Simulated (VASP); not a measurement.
# TaSi2 (P6/mmm) in VASP: further runs

The runs below take TaSi2 through single point, relaxation of cell and atoms, with PBE.

Everything below comes from runs of VASP 6.6.1. Logs are shortened: lines on timing, memory, paths and dates and some standing lists are left out, and cuts for length are marked.

### 1 The cell of the first run

It takes space group P6/mmm (No. 191, hexagonal). The conventional cell has a = 4.408 Å, b = 4.408 Å, c = 2.649 Å, α = 90.00°, β = 90.00°, γ = 120.00°. Within 3.5 Å of Ta (site symmetry 6/mmm) lie 2 Ta at 2.65 Å and 12 Si at 2.87 Å. Within 3.4 Å of Si (site symmetry -6m2) lie 5 Si at 2.54 to 2.65 Å and 6 Ta at 2.87 Å.

### 2 Single point, PBE

The input, INCAR:

```
SYSTEM = TaSi2
ALGO = Normal
EDIFF = 1E-6
ENCUT = 520
GGA = PE
ISIF = 2
ISMEAR = 0
LASPH = .TRUE.
LCHARG = .FALSE.
LREAL = .FALSE.
LWAVE = .FALSE.
NBANDS = 16
NELM = 60
PREC = Accurate
SIGMA = 0.1
```

The input, KPOINTS:

```
k-points
0
G
  12 12 18
  0 0 0
```

The input, POSCAR:

```
TaSi2
1.0
    4.4079164613      0.0000000000      0.0000000000
   -2.2039582306      3.8173676332      0.0000000000
    0.0000000000      0.0000000000      2.6487943500
Ta Si
1 2
Direct
    0.0000000000      0.0000000000      0.0000000000
    0.3333333333      0.6666666667      0.5000000000
    0.6666666667      0.3333333333      0.5000000000
```

Potentials or basis: VASP PAW PBE potentials, release 64 (Ta_pv, Si).

Launch:

```sh
> cat potpaw_PBE.64/Ta_pv/POTCAR potpaw_PBE.64/Si/POTCAR > POTCAR
> mpirun -np 1 vasp_std > vasp.out
```

OUTCAR:

```text
SYSTEM = TaSi2
   EDIFF = 1E-6
   ENCUT = 520
   GGA = PE
   ISIF = 2
   ISMEAR = 0
   LASPH = .TRUE.
   LREAL = .FALSE.
   NELM = 60
   PREC = Accurate

 ion  position               nearest neighbor table
   1  0.000  0.000  0.000-   2 2.87   3 2.87   2 2.87   3 2.87   2 2.87   2 2.87   3 2.87   3 2.87
                             3 2.87   3 2.87   2 2.87   2 2.87
   2  0.333  0.667  0.500-   3 2.54   3 2.54   3 2.54   1 2.87   1 2.87   1 2.87   1 2.87   1 2.87
                             1 2.87
   3  0.667  0.333  0.500-   2 2.54   2 2.54   2 2.54   1 2.87   1 2.87   1 2.87   1 2.87   1 2.87
                             1 2.87

  LATTYP: Found a hexagonal cell.
 ALAT       =     4.4079164613
 C/A-ratio  =     0.6009175476

  Lattice vectors:

 A1 = (   4.4079164613,   0.0000000000,   0.0000000000)
 A2 = (  -2.2039582306,   3.8173676332,   0.0000000000)
 A3 = (   0.0000000000,   0.0000000000,   2.6487943500)

Analysis of symmetry for initial positions (statically):
=====================================================================
 Subroutine PRICEL returns:
 Original cell was already a primitive cell.

 Routine SETGRP: Setting up the symmetry group for a
 hexagonal supercell.

 Subroutine GETGRP returns: Found 24 space group operations
 (whereof 24 operations were pure point group operations)
 out of a pool of 24 trial point group operations.

The static configuration has the point symmetry D_6h.

Analysis of symmetry for dynamics (positions and initial velocities):
=====================================================================
 Subroutine PRICEL returns:
 Original cell was already a primitive cell.

 Routine SETGRP: Setting up the symmetry group for a
 hexagonal supercell.

 Subroutine GETGRP returns: Found 24 space group operations
 (whereof 24 operations were pure point group operations)
 out of a pool of 24 trial point group operations.

The dynamic configuration has the point symmetry D_6h.

 Subroutine INISYM returns: Found 24 space group operations
 (whereof 24 operations are pure point group operations),
 and found     1 'primitive' translations

----------------------------------------------------------------------------------------

                                     Primitive cell

  volume of cell :      44.5703

  direct lattice vectors                    reciprocal lattice vectors
     4.407916461  0.000000000  0.000000000     0.226864554  0.130980311  0.000000000
    -2.203958231  3.817367633  0.000000000     0.000000000  0.261960622  0.000000000
     0.000000000  0.000000000  2.648794350     0.000000000  0.000000000  0.377530253

  length of vectors
     4.407916461  4.407916461  2.648794350     0.261960622  0.261960622  0.377530253

  position of ions in fractional coordinates (direct lattice)
     0.000000000  0.000000000  0.000000000
     0.333333333  0.666666667  0.500000000
     0.666666667  0.333333333  0.500000000

  ion indices of the primitive-cell ions
   primitive index   ion index
                 1           1
                 2           2
                 3           3

----------------------------------------------------------------------------------------

 KPOINTS: k-points

Automatic generation of k-mesh.
 Grid dimensions read from file:
 generate k-points for:   12   12   18

 Generating k-lattice:

  Cartesian coordinates                     Fractional coordinates (reciprocal lattice)
     0.018905379  0.010915026  0.000000000     0.083333333  0.000000000  0.000000000
     0.000000000  0.021830052  0.000000000     0.000000000  0.083333333  0.000000000
     0.000000000  0.000000000  0.020973903     0.000000000  0.000000000  0.055555556

  Length of vectors
     0.021830052  0.021830052  0.020973903

  Shift w.r.t. Gamma in fractional coordinates (k-lattice)
     0.000000000  0.000000000  0.000000000

 Subroutine IBZKPT returns following result:
 ===========================================

 Found    190 irreducible k-points:

 Following reciprocal coordinates:
            Coordinates               Weight
  0.000000  0.000000  0.000000      1.000000
  0.083333 -0.000000  0.000000      6.000000
  0.166667  0.000000  0.000000      6.000000
  0.250000 -0.000000  0.000000      6.000000
  0.333333 -0.000000  0.000000      6.000000
  0.416667 -0.000000  0.000000      6.000000
[... 16 lines left out ...]
  0.250000 -0.000000  0.055556     12.000000
  0.333333 -0.000000  0.055556     12.000000
 [... further k-points ...]
   k-points           NKPTS =    190   k-points in BZ     NKDIM =    190   number of bands    NBANDS=     16
   number of dos      NEDOS =    301   number of ions     NIONS =      3
   total plane-waves  NPLWV =  25920
   dimension x,y,z NGX =    36 NGY =   36 NGZ =   20
   dimension x,y,z NGXF=    72 NGYF=   72 NGZF=   40
   ions per type =               1   2
   NGX,Y,Z   is equivalent  to a cutoff of  13.58, 13.58, 12.55 a.u.
   NGXF,Y,Z  is equivalent  to a cutoff of  27.16, 27.16, 25.11 a.u.
 SYSTEM =  TaSi2
   PREC   = accura    normal or accurate (medium, high low for compatibility)
   ISTART =      0    job   : 0-new  1-cont  2-samecut
   ICHARG =      2    charge: 1-file 2-atom 10-const
   ISPIN  =      1    spin polarized calculation?
   LNONCOLLINEAR =      F non collinear calculations
   LSORBIT =      F    spin-orbit coupling
   LASPH  =      T    aspherical Exc in radial PAW
   ENCUT  =  520.0 eV  38.22 Ry    6.18 a.u.   8.20  8.20  4.93*2*pi/ulx,y,z
   NELM   =     60;   NELMIN=  2; NELMDL= -5     # of ELM steps
   EDIFF  = 0.1E-05   stopping-criterion for ELM
   LREAL  =      F    real-space projection
   EDIFFG = 0.1E-04   stopping-criterion for IOM
   NSW    =      0    number of steps for IOM
   IBRION =     -1    ionic relax: 0-MD 1-quasi-New 2-CG
   NFREE  =      0    steps in history (QN), initial steepest desc. (CG)
   ISIF   =      2    stress and relaxation
   ISYM   =      2    0-nonsym 1-usesym 2-fastsym
   POTIM  = 0.5000    time-step for ionic-motion
   TEBEG  =    0.0;   TEEND  =   0.0 temperature during run
   PSTRESS=    0.0 pullay stress
   NELECT =      19.0000    total number of electrons
   NUPDOWN=      -1.0000    fix difference up-down
   EMIN   =  10.00;   EMAX   =-10.00  energy-range for DOS
   EFERMI =   0.00;   METHOD = LEGACY
   ISMEAR =     0;   SIGMA  =   0.10  broadening in eV -4-tet -1-fermi 0-gaus
   EFERMI_NEDOS =   21; number of points for ismear=-14 and -15
   IALGO  =     38    algorithm
   IMIX   =      4    mixing-type and parameters
     AMIX     =   0.40;   BMIX     =  1.00
     AMIX_MAG =   1.60;   BMIX_MAG =  1.00
  volume/ion in A,a.u.               =      14.86       100.26
  Fermi-wavevector in a.u.,A,eV,Ry     =   1.232095  2.328322 20.654432  1.518058
  Thomas-Fermi vector in A             =   2.366879
   LORBIT       =      0    0 simple, 1 ext, 2 COOP (PROOUT), +10 PAW based schemes
   GGA     = PE    functional components
   LHFCALC =     F    Hartree Fock is set to
   AEXX    =    0.0000 exact exchange contribution
   IVDW    =     0    specifies the selected vdW correction
   LEPSILON=     F    determine dielectric tensor
   LRPA    =     F    only Hartree local field effects (RPA)
 non-spin polarized calculation
 Gauss-broadening in eV      SIGMA  =   0.10
  energy-cutoff  :      520.00
  volume of cell :       44.57
 maximum number of plane-waves:      1228
 NGX is ok and might be reduce to    36
   NGX = 17   NGY = 17   NGZ =  9

 number of electron      19.0000001 magnetization

 Free energy of the ion-electron system (eV)
  ---------------------------------------------------
  ext. energy  EPLUGINS =         0.00000000
  ---------------------------------------------------
  free energy    TOTEN  =       -22.59319138 eV

  energy without entropy =      -22.58615429  energy(sigma->0) =      -22.58967284

 E-fermi :   9.3671     XC(G=0): -11.9615

 val. band max:        9.3574217668   @ k =   0.3333   0.2500   0.2778
 cond. band min:       9.3698986630   @ k =   0.3333  -0.0000   0.5000
 fundamental gap:      0.0124768962
 Fermi energy:         9.3671370902

 k-point     1 :       0.0000    0.0000    0.0000
  band No.  band energies     occupation
      1     -25.3639      2.00000
      2     -25.3639      2.00000
      3     -24.5060      2.00000
      4      -4.1569      2.00000
      5       3.4486      2.00000
      6       3.4486      2.00000
[... 8 lines left out ...]
     15      15.0307      0.00000
     16      15.0838      0.00000

 k-point     2 :       0.0833   -0.0000    0.0000
  band No.  band energies     occupation
      1     -25.3652      2.00000
      2     -25.3642      2.00000
      3     -24.5060      2.00000
      4      -4.0773      2.00000
      5       2.6747      2.00000
      6       3.4827      2.00000
[... 8 lines left out ...]
     15      15.2770      0.00000
     16      15.3033      0.00000

 k-point     3 :       0.1667    0.0000    0.0000
  band No.  band energies     occupation
      1     -25.3690      2.00000
      2     -25.3651      2.00000
      3     -24.5058      2.00000
      4      -3.8418      2.00000
      5       1.7257      2.00000
      6       3.5787      2.00000
[... 8 lines left out ...]
     15      15.7516      0.00000
     16      16.0391      0.00000

 k-point     4 :       0.2500   -0.0000    0.0000
  band No.  band energies     occupation
      1     -25.3740      2.00000
      2     -25.3662      2.00000
      3     -24.5057      2.00000
      4      -3.4604      2.00000
      5       0.8398      2.00000
      6       3.7174      2.00000
[... 8 lines left out ...]
     15      16.3525      0.00000
     16      16.3624      0.00000
[... 324 lines left out ...]
 k-point    22 :       0.1667    0.0000    0.0556
  band No.  band energies     occupation
      1     -25.3631      2.00000
      2     -25.3593      2.00000
      3     -24.5572      2.00000
      4      -3.7724      2.00000
      5       1.7849      2.00000
      6       3.6309      2.00000
[... 8 lines left out ...]
     15      14.7829      0.00000
     16      16.2268      0.00000

 k-point    23 :       0.2500   -0.0000    0.0556
  band No.  band energies     occupation
      1     -25.3681      2.00000
      2     -25.3604      2.00000
      3     -24.5570      2.00000
      4      -3.3933      2.00000
      5       0.8984      2.00000
      6       3.7615      2.00000
[... 8 lines left out ...]
     15      15.3092      0.00000
     16      17.0653      0.00000

 k-point    24 :       0.3333   -0.0000    0.0556
  band No.  band energies     occupation
      1     -25.3731      2.00000
      2     -25.3616      2.00000
      3     -24.5568      2.00000
      4      -2.8875      2.00000
      5       0.0685      2.00000
      6       3.9007      2.00000
[... 8 lines left out ...]
     15      15.5163      0.00000
     16      17.2785      0.00000

 [... further k-points ...]

------------------------ aborting loop because EDIFF is reached ----------------------------------------

  FORCE on cell =-STRESS in cart. coord.  units (eV):
  Direction    XX          YY          ZZ          XY          YZ          ZX
  --------------------------------------------------------------------------------------
  -------------------------------------------------------------------------------------
  Total        0.0205689      0.0205689      0.0223818      0.0000000      0.0000000      0.0000000
  in kB        0.7393937      0.7393937      0.8045617      0.0000000      0.0000000      0.0000000
  external PRESSURE =       0.7611164 kB  Pullay stress =       0.0000000 kB

 VOLUME and BASIS-vectors are now :
 -----------------------------------------------------------------------------
  energy-cutoff  :      520.00
  volume of cell :       44.57
      direct lattice vectors                 reciprocal lattice vectors
     4.407916461  0.000000000  0.000000000     0.226864554  0.130980311  0.000000000
    -2.203958231  3.817367633  0.000000000     0.000000000  0.261960622  0.000000000
     0.000000000  0.000000000  2.648794350     0.000000000  0.000000000  0.377530253

 POSITION                                       TOTAL-FORCE (eV/Angst)
 -----------------------------------------------------------------------------------
      0.00000      0.00000      0.00000         0.000000      0.000000     -0.000000
     -0.00000      2.54491      1.32440        -0.000000      0.000000     -0.000000
      2.20396      1.27246      1.32440        -0.000000      0.000000      0.000000
 -----------------------------------------------------------------------------------
    total drift:                               -0.000000     -0.000000      0.000000

  FREE ENERGIE OF THE ION-ELECTRON SYSTEM (eV)
  ---------------------------------------------------
  free  energy   TOTEN  =       -22.5931913844 eV

  energy  without entropy=      -22.5861542910  energy(sigma->0) =      -22.58967284
```

Run time: 37 s. Hardware: 1 thread of Intel Xeon 6975P-C (Granite Rapids), shared host; peak memory 0.26 GiB.

What came out:

```yaml
Free_energy: -22.5932 eV
Pressure: 0.1 GPa
```

Levels at points of the mesh, in eV from the Fermi level:
| k point | band 6 | band 7 | band 8 | band 9 | band 10 | band 11 | band 12 | band 13 | band 14 | band 15 |
| --- | --- | --- | --- | --- | --- | --- | --- | --- | --- | --- |
| (0.00, 0.00, 0.00) | -5.92 | -5.22 | -3.69 | -0.96 | -0.96 | 3.69 | 3.69 | 4.64 | 4.64 | 5.66 |
| (0.50, 0.00, 0.00) | -5.57 | -5.34 | -2.07 | -1.51 | 2.71 | 3.03 | 3.22 | 3.52 | 5.36 | 5.87 |
| (0.00, 0.00, 0.50) | -3.84 | -3.84 | -1.47 | -1.47 | -1.15 | -1.15 | -0.99 | 0.49 | 6.58 | 6.85 |
| (0.50, 0.00, 0.50) | -5.27 | -5.20 | -5.12 | 0.07 | 0.68 | 0.95 | 1.69 | 2.13 | 2.48 | 4.75 |

Caveat: spin-orbit coupling is left out, which moves the levels of the heavy elements.

### 3 Relaxation of cell and atoms, PBE

The input, INCAR:

```
SYSTEM = TaSi2
PREC     = Accurate       ! precision mode
ENCUT    = 600            ! plane-wave cutoff, eV
EDIFF    = 1E-6           ! SCF threshold, eV
ISMEAR   = 0              ! smearing method
SIGMA    = 0.1            ! smearing width, eV
LREAL    = .FALSE.        ! projectors in reciprocal space
LASPH    = .TRUE.         ! aspherical terms in the spheres
NELM     = 80             ! most SCF steps
ALGO     = Normal         ! electronic algorithm
ISIF     = 3              ! what is computed and relaxed
LWAVE    = .FALSE.        ! write WAVECAR
LCHARG   = .FALSE.        ! write CHGCAR
GGA      = PE             ! functional
IBRION   = 2              ! ionic algorithm
NSW      = 100            ! ionic steps
EDIFFG   = -0.01          ! ionic threshold
```

The input, KPOINTS:

```
Automatic mesh
0
G
  12 12 18
  0 0 0
```

The input, POSCAR:

```
TaSi2
1.0
    4.4125203022      0.0000000000      0.0000000000
   -2.2062601511      3.8213546764      0.0000000000
    0.0000000000      0.0000000000      2.6482505373
Ta Si
1 2
Direct
    0.0000000000      0.0000000000      0.0000000000
    0.3333333333      0.6666666667      0.5000000000
    0.6666666667      0.3333333333      0.5000000000
```

Potentials or basis: VASP PAW PBE potentials, release 64 (Ta_pv, Si).

Launch:

```sh
> cat potpaw_PBE.64/Ta_pv/POTCAR potpaw_PBE.64/Si/POTCAR > POTCAR
> mpirun -np 1 vasp_std > vasp.out
```

It took 3.3 min on 1 thread of Intel Xeon 6975P-C, shared host; peak memory 0.3 GiB.

The run converged. Its results:

```yaml
Free_energy: -22.5939 eV
Relaxed_volume: 14.87 Å³/atom
Relaxed_cell: a = 4.409 Å, b = 4.409 Å, c = 2.650 Å, α = 90.00°, β = 90.00°, γ = 120.00°
Space_group_after_relaxing_to_0.05_Å: P6/mmm (No. 191)
Energy_gained_by_relaxing: 0.0 meV/atom
Ionic_steps: 7
Pressure_after_relaxing: 0.0 GPa
```

Final structure:
```
Ta Si
1.0
     4.40879    0.00000    0.00000
    -2.20439    3.81812    0.00000
     0.00000    0.00000    2.64961
Ta Si
1 2
Direct
  0.00000 0.00000 0.00000
  0.33333 0.66667 0.50000
  0.66667 0.33333 0.50000
```

Levels at points of the mesh, in eV from the Fermi level:
| k point | band 7 | band 8 | band 9 | band 10 | band 11 | band 12 | band 13 |
| --- | --- | --- | --- | --- | --- | --- | --- |
| (0.00, 0.00, 0.00) | -5.22 | -3.69 | -0.96 | -0.96 | 3.69 | 3.69 | 4.64 |
| (0.50, 0.00, 0.00) | -5.34 | -2.06 | -1.51 | 2.70 | 3.03 | 3.22 | 3.51 |
| (0.00, 0.00, 0.50) | -3.83 | -1.47 | -1.47 | -1.15 | -1.15 | -0.98 | 0.48 |
| (0.50, 0.00, 0.50) | -5.19 | -5.12 | 0.07 | 0.68 | 0.95 | 1.69 | 2.13 |

Caveat: spin-orbit coupling is left out, which moves the levels of the heavy elements.
